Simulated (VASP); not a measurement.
# Hf3Si2W (I4/mmm) in VASP: a series of runs

Hf3Si2W is run at these levels: PBE; tasks: single point, relaxation of cell and atoms.

All numbers are computed with VASP 6.6.1; they aren't measurements. Logs are shortened: lines on timing, memory, paths and dates and some standing lists are left out, and cuts for length are marked.

### Step 1. The cell of the first run

The structure is tetragonal, space group I4/mmm (No. 139). The conventional cell has a = 5.414 Å, b = 5.414 Å, c = 4.627 Å, α = 90.00°, β = 90.00°, γ = 90.00°. Within 1.6 Å of Hf (site symmetry mmm) lie 2 Si at 1.16 Å. Within 3.1 Å of Hf (site symmetry 4/mmm) lie 2 W at 2.31 Å and 4 Hf at 2.71 Å and 8 Si at 2.94 Å. Within 1.6 Å of Si (site symmetry -4m2) lie 2 Hf at 1.16 Å. Within 3.1 Å of W (site symmetry 4/mmm) lie 6 Hf at 2.31 to 2.71 Å and 8 Si at 2.94 Å.

The cell was generated, and may not be a known phase.

### Step 2. Single point, PBE

Input file INCAR:

```
PREC = Accurate ; ENCUT = 520
EDIFF = 1E-6 ; ISMEAR = 0
SIGMA = 0.1 ; LREAL = F
LASPH = T ; NELM = 100
ALGO = Normal ; ISIF = 2
LWAVE = F ; LCHARG = T
GGA = PE ; LELF = T
LVHAR = T ; NBANDS = 35
```

Input file KPOINTS:

```
regular mesh
0
Gamma
  6 6 6
```

Input file POSCAR:

```
Hf3Si2W
1.0
   -2.7069702900      2.7069702900      2.3137083000
    2.7069702900     -2.7069702900      2.3137083000
    2.7069702900      2.7069702900     -2.3137083000
Hf Si W
3 2 1
Direct
    0.5000000000      0.0000000000      0.5000000000
    0.0000000000      0.5000000000      0.5000000000
    0.5000000000      0.5000000000      0.0000000000
    0.7500000000      0.2500000000      0.5000000000
    0.2500000000      0.7500000000      0.5000000000
    0.0000000000      0.0000000000      0.0000000000
```

Potentials or basis: VASP PAW PBE potentials, release 64 (Hf_pv, Si, W_sv).

Run with:

```sh
> cat potpaw_PBE.64/Hf_pv/POTCAR potpaw_PBE.64/Si/POTCAR potpaw_PBE.64/W_sv/POTCAR > POTCAR
> mpirun -np 1 vasp_std > vasp.out
```

OUTCAR:

```text
PREC = Accurate
   ENCUT = 520
   EDIFF = 1E-6
   ISMEAR = 0
   LREAL = F
   LASPH = T
   NELM = 100
   ISIF = 2
   GGA = PE

 ion  position               nearest neighbor table
   1  0.500  0.000  0.500-   4 1.16   5 1.16   2 2.31   2 2.31   6 2.71   3 2.71   6 2.71   3 2.71
                             5 3.47   4 3.47   3 3.56   6 3.56   6 3.56   3 3.56   3 3.56   6 3.56
   2  0.000  0.500  0.500-   4 1.16   5 1.16   1 2.31   1 2.31   6 2.71   6 2.71   3 2.71   3 2.71
                             4 3.47   5 3.47   6 3.56   3 3.56   3 3.56   6 3.56   3 3.56   6 3.56
   3  0.500  0.500  0.000-   6 2.31   6 2.31   1 2.71   1 2.71   2 2.71   2 2.71   5 2.94   4 2.94
                             5 2.94   4 2.94   5 2.94   4 2.94   4 2.94   5 2.94   1 3.56   2 3.56
   4  0.750  0.250  0.500-   1 1.16   2 1.16   5 2.31   5 2.31   3 2.94   3 2.94   6 2.94   3 2.94
                             6 2.94   3 2.94   6 2.94   6 2.94   2 3.47   1 3.47
   5  0.250  0.750  0.500-   1 1.16   2 1.16   4 2.31   4 2.31   3 2.94   6 2.94   6 2.94   3 2.94
                             6 2.94   6 2.94   3 2.94   3 2.94   1 3.47   2 3.47
   6  0.000  0.000  0.000-   3 2.31   3 2.31   1 2.71   2 2.71   1 2.71   2 2.71   5 2.94   4 2.94
                             5 2.94   5 2.94   4 2.94   4 2.94   5 2.94   4 2.94   1 3.56   2 3.56

 -----------------------------------------------------------------------------
|                                                                             |
|           W    W    AA    RRRRR   N    N  II  N    N   GGGG   !!!           |
|           W    W   A  A   R    R  NN   N  II  NN   N  G    G  !!!           |
|           W    W  A    A  R    R  N N  N  II  N N  N  G       !!!           |
|           W WW W  AAAAAA  RRRRR   N  N N  II  N  N N  G  GGG   !            |
|           WW  WW  A    A  R   R   N   NN  II  N   NN  G    G                |
|           W    W  A    A  R    R  N    N  II  N    N   GGGG   !!!           |
|                                                                             |
|     The distance between some ions is very small. Please check the          |
|     nearest-neighbor list in the OUTCAR file.                               |
|     I HOPE YOU KNOW WHAT YOU ARE DOING!                                     |
|                                                                             |
 -----------------------------------------------------------------------------

  LATTYP: Found a body centered tetragonal cell.
 ALAT       =     5.4139405800
 C/A-ratio  =     0.8547224580

  Lattice vectors:

 A1 = (  -2.7069702900,   2.7069702900,   2.3137083000)
 A2 = (   2.7069702900,  -2.7069702900,   2.3137083000)
 A3 = (   2.7069702900,   2.7069702900,  -2.3137083000)

Analysis of symmetry for initial positions (statically):
=====================================================================
 Subroutine PRICEL returns:
 Original cell was already a primitive cell.

 Routine SETGRP: Setting up the symmetry group for a
 body centered tetragonal supercell.

 Subroutine GETGRP returns: Found 16 space group operations
 (whereof 16 operations were pure point group operations)
 out of a pool of 16 trial point group operations.

The static configuration has the point symmetry D_4h.

Analysis of symmetry for dynamics (positions and initial velocities):
=====================================================================
 Subroutine PRICEL returns:
 Original cell was already a primitive cell.

 Routine SETGRP: Setting up the symmetry group for a
 body centered tetragonal supercell.

 Subroutine GETGRP returns: Found 16 space group operations
 (whereof 16 operations were pure point group operations)
 out of a pool of 16 trial point group operations.

The dynamic configuration has the point symmetry D_4h.

 Subroutine INISYM returns: Found 16 space group operations
 (whereof 16 operations are pure point group operations),
 and found     1 'primitive' translations

----------------------------------------------------------------------------------------

                                     Primitive cell

  volume of cell :      67.8165

  direct lattice vectors                    reciprocal lattice vectors
    -2.706970290  2.706970290  2.313708300     0.000000000  0.184708344  0.216103300
     2.706970290 -2.706970290  2.313708300     0.184708344  0.000000000  0.216103300
     2.706970290  2.706970290 -2.313708300     0.184708344  0.184708344  0.000000000

  length of vectors
     4.473099865  4.473099865  4.473099865     0.284284732  0.284284732  0.261217045

  position of ions in fractional coordinates (direct lattice)
     0.500000000  0.000000000  0.500000000
[... 27 lines left out ...]
     0.030784724  0.000000000  0.036017217     0.000000000  0.166666667  0.000000000
     0.030784724  0.030784724  0.000000000     0.000000000  0.000000000  0.166666667

  Length of vectors
     0.047380789  0.047380789  0.043536174

  Shift w.r.t. Gamma in fractional coordinates (k-lattice)
     0.000000000  0.000000000  0.000000000

 Subroutine IBZKPT returns following result:
 ===========================================

 Found     30 irreducible k-points:

 Following reciprocal coordinates:
            Coordinates               Weight
  0.000000  0.000000  0.000000      1.000000
  0.166667 -0.000000  0.000000      8.000000
  0.333333  0.000000  0.000000      8.000000
  0.500000  0.000000  0.000000      4.000000
  0.166667  0.166667  0.000000      8.000000
  0.333333  0.166667  0.000000     16.000000
[... 16 lines left out ...]
 -0.333333 -0.333333  0.166667      8.000000
 -0.166667 -0.333333  0.166667      8.000000
 [... further k-points ...]
   k-points           NKPTS =     30   k-points in BZ     NKDIM =     30   number of bands    NBANDS=     35
   number of dos      NEDOS =    301   number of ions     NIONS =      6
   total plane-waves  NPLWV =  46656
   dimension x,y,z NGX =    36 NGY =   36 NGZ =   36
   dimension x,y,z NGXF=    72 NGYF=   72 NGZF=   72
   ions per type =               3   2   1
   NGX,Y,Z   is equivalent  to a cutoff of  13.38, 13.38, 13.38 a.u.
   NGXF,Y,Z  is equivalent  to a cutoff of  26.76, 26.76, 26.76 a.u.
 SYSTEM =  unknown system
   PREC   = accura    normal or accurate (medium, high low for compatibility)
   ISTART =      0    job   : 0-new  1-cont  2-samecut
   ICHARG =      2    charge: 1-file 2-atom 10-const
   ISPIN  =      1    spin polarized calculation?
   LNONCOLLINEAR =      F non collinear calculations
   LSORBIT =      F    spin-orbit coupling
   LASPH  =      T    aspherical Exc in radial PAW
   ENCUT  =  520.0 eV  38.22 Ry    6.18 a.u.   8.32  8.32  8.32*2*pi/ulx,y,z
   NELM   =    100;   NELMIN=  2; NELMDL= -5     # of ELM steps
   EDIFF  = 0.1E-05   stopping-criterion for ELM
   LREAL  =      F    real-space projection
   EDIFFG = 0.1E-04   stopping-criterion for IOM
   NSW    =      0    number of steps for IOM
   IBRION =     -1    ionic relax: 0-MD 1-quasi-New 2-CG
   NFREE  =      0    steps in history (QN), initial steepest desc. (CG)
   ISIF   =      2    stress and relaxation
   ISYM   =      2    0-nonsym 1-usesym 2-fastsym
   POTIM  = 0.5000    time-step for ionic-motion
   TEBEG  =    0.0;   TEEND  =   0.0 temperature during run
   PSTRESS=    0.0 pullay stress
   NELECT =      52.0000    total number of electrons
   NUPDOWN=      -1.0000    fix difference up-down
   EMIN   =  10.00;   EMAX   =-10.00  energy-range for DOS
   EFERMI =   0.00;   METHOD = LEGACY
   ISMEAR =     0;   SIGMA  =   0.10  broadening in eV -4-tet -1-fermi 0-gaus
   EFERMI_NEDOS =   21; number of points for ismear=-14 and -15
   IALGO  =     38    algorithm
   IMIX   =      4    mixing-type and parameters
     AMIX     =   0.40;   BMIX     =  1.00
     AMIX_MAG =   1.60;   BMIX_MAG =  1.00
  volume/ion in A,a.u.               =      11.30        76.27
  Fermi-wavevector in a.u.,A,eV,Ry     =   1.498410  2.831585 30.548256  2.245233
  Thomas-Fermi vector in A             =   2.610173
   LORBIT       =      0    0 simple, 1 ext, 2 COOP (PROOUT), +10 PAW based schemes
   GGA     = PE    functional components
   LHFCALC =     F    Hartree Fock is set to
   AEXX    =    0.0000 exact exchange contribution
   IVDW    =     0    specifies the selected vdW correction
   LEPSILON=     F    determine dielectric tensor
   LRPA    =     F    only Hartree local field effects (RPA)
 non-spin polarized calculation
 Gauss-broadening in eV      SIGMA  =   0.10
  energy-cutoff  :      520.00
  volume of cell :       67.82
 maximum number of plane-waves:      1849
 NGX is ok and might be reduce to    36
   NGX = 17   NGY = 17   NGZ = 17

 number of electron      52.0000003 magnetization

 Free energy of the ion-electron system (eV)
  ---------------------------------------------------
  ext. energy  EPLUGINS =         0.00000000
  ---------------------------------------------------
  free energy    TOTEN  =       130.18629243 eV

  energy without entropy =      130.19345437  energy(sigma->0) =      130.18987340

 E-fermi :  10.7520     XC(G=0): -13.4470

 val. band max:       10.7364181921   @ k =   0.5000   0.0000   0.0000
 cond. band min:      10.8157647316   @ k =  -0.1667  -0.3333   0.1667
 fundamental gap:      0.0793465396
 Fermi energy:        10.7519607175

 k-point     1 :       0.0000    0.0000    0.0000
  band No.  band energies     occupation
      1     -62.7326      2.00000
      2     -32.5635      2.00000
      3     -27.7791      2.00000
      4     -27.5802      2.00000
      5     -27.1611      2.00000
      6     -27.1611      2.00000
[... 901 lines left out ...]
     34      15.9395      0.00000
     35      16.3010      0.00000

 [... further k-points ...]

------------------------ aborting loop because EDIFF is reached ----------------------------------------

  FORCE on cell =-STRESS in cart. coord.  units (eV):
  Direction    XX          YY          ZZ          XY          YZ          ZX
  --------------------------------------------------------------------------------------
  -------------------------------------------------------------------------------------
  Total        8.3465145      8.3465145    578.1324219      0.0000000     -0.0000000      0.0000000
  in kB      197.1878531    197.1878531  13658.4788174      0.0000000     -0.0000000      0.0000000
  external PRESSURE =    4684.2848412 kB  Pullay stress =       0.0000000 kB

 VOLUME and BASIS-vectors are now :
 -----------------------------------------------------------------------------
  energy-cutoff  :      520.00
  volume of cell :       67.82
      direct lattice vectors                 reciprocal lattice vectors
    -2.706970290  2.706970290  2.313708300     0.000000000  0.184708344  0.216103300
     2.706970290 -2.706970290  2.313708300     0.184708344  0.000000000  0.216103300
     2.706970290  2.706970290 -2.313708300     0.184708344  0.184708344  0.000000000

 POSITION                                       TOTAL-FORCE (eV/Angst)
 -----------------------------------------------------------------------------------
      0.00000      2.70697      0.00000         0.000000     -0.000000     -0.000000
      2.70697      0.00000      0.00000         0.000000     -0.000000     -0.000000
      0.00000      0.00000      2.31371         0.000000     -0.000000     -0.000000
      0.00000      2.70697      1.15685         0.000000      0.000000      0.000000
      2.70697      0.00000      1.15685        -0.000000     -0.000000      0.000000
      0.00000      0.00000      0.00000         0.000000     -0.000000     -0.000000
 -----------------------------------------------------------------------------------
    total drift:                                0.000000      0.000000      0.000000

  FREE ENERGIE OF THE ION-ELECTRON SYSTEM (eV)
  ---------------------------------------------------
  free  energy   TOTEN  =       130.1862924299 eV

  energy  without entropy=      130.1934543658  energy(sigma->0) =      130.18987340
```

Run time: 56 s. Hardware: 1 thread of Intel Xeon 6975P-C (Granite Rapids), shared host; peak memory 0.24 GiB.

What came out:

```
Free energy            : 130.1863 eV
Pressure               : 468.4 GPa
Band gap on the k mesh : zero (bands 26 and 27 overlap by 2.89 eV)
```

Stress tensor (GPa, compression positive):
```
  19.72    0.00    0.00
   0.00   19.72    0.00
   0.00    0.00 1365.85
```

Levels at points of the mesh, in eV from the Fermi level:
```tsv
k point	band 24	band 25	band 26	band 27	band 28	band 29
(0.00, 0.00, 0.00)	-1.44	-0.90	-0.88	2.54	2.80	3.17
(0.50, 0.00, 0.00)	-0.28	-0.02	0.32	0.35	1.25	1.32
(0.50, 0.50, 0.00)	-2.41	-2.25	-1.27	-0.32	1.36	2.31
(0.50, 0.50, 0.50)	-1.76	-1.76	-1.56	-1.56	-1.37	-0.64
```

Caveat: atoms lie so close that the PAW spheres overlap strongly, which falsifies energies and pressures; the stress differs along the axes, from 20 to 1366 GPa; spin-orbit coupling is left out, which moves the levels of the heavy elements.

### Step 3. Single point, PBE

This run uses another cell than the first one, of 25.16 Å³/atom.

Input file INCAR:

```
SYSTEM = Hf3Si2W
PREC = Accurate ; ENCUT = 520
EDIFF = 1E-7 ; ISMEAR = 0
SIGMA = 0.1 ; LREAL = .FALSE.
LASPH = .TRUE. ; NELM = 100
ALGO = Fast ; ISIF = 2
LWAVE = .FALSE. ; LCHARG = .FALSE.
GGA = PE ; NBANDS = 35
```

Input file KPOINTS:

```
regular mesh
0
G
  6 6 6
  0 0 0
```

POSCAR, as its differences from that of step 2:

```diff
@@ -2,5 +2,5 @@
 1.0
-   -2.7069702900      2.7069702900      2.3137083000
-    2.7069702900     -2.7069702900      2.3137083000
-    2.7069702900      2.7069702900     -2.3137083000
+   -2.7165355035      2.7165355035      5.1138008175
+    2.7165355035     -2.7165355035      5.1138008175
+    2.7165355035      2.7165355035     -5.1138008175
 Hf Si W
```

Potentials or basis: VASP PAW PBE potentials, release 64 (Hf_pv, Si, W_sv).

Run with:

```sh
> cat potpaw_PBE.64/Hf_pv/POTCAR potpaw_PBE.64/Si/POTCAR potpaw_PBE.64/W_sv/POTCAR > POTCAR
> mpirun -np 1 vasp_std > vasp.out
```

Wall time 3.5 min (1 thread of Intel Xeon 6975P-C (Granite Rapids), shared host); peak memory 0.4 GiB.

The run converged. Its results:

```
Free energy            : -45.1271 eV
Pressure               : 0.0 GPa
Band gap on the k mesh : zero (bands 26 and 27 overlap by 1.29 eV)
```

Stress tensor (GPa, compression positive):
```
-0.21  0.00  0.00
 0.00 -0.21  0.00
 0.00  0.00  0.35
```

Levels at points of the mesh, in eV from the Fermi level:
```
           k point  band 22  band 23  band 24  band 25  band 26  band 27  band 28  band 29  band 30  band 31
(0.00, 0.00, 0.00)    -1.81    -1.03    -0.98    -0.17    -0.17     0.29     1.68     1.72     1.72     1.79
(0.50, 0.00, 0.00)    -1.62    -1.27    -1.13    -0.78    -0.13     0.50     0.56     0.78     1.18     1.35
(0.50, 0.50, 0.00)    -0.55    -0.29    -0.06     0.12     0.20     0.63     0.74     0.98     1.42     1.81
(0.50, 0.50, 0.50)    -1.82    -1.38    -1.36    -1.36    -0.85    -0.85    -0.06     0.92     1.95     2.36
```

Caveat: spin-orbit coupling is left out, which moves the levels of the heavy elements.

(Continued in part 2 of 2.)

The gap in the log of VASP goes by the Fermi energy; the results here count the filled bands.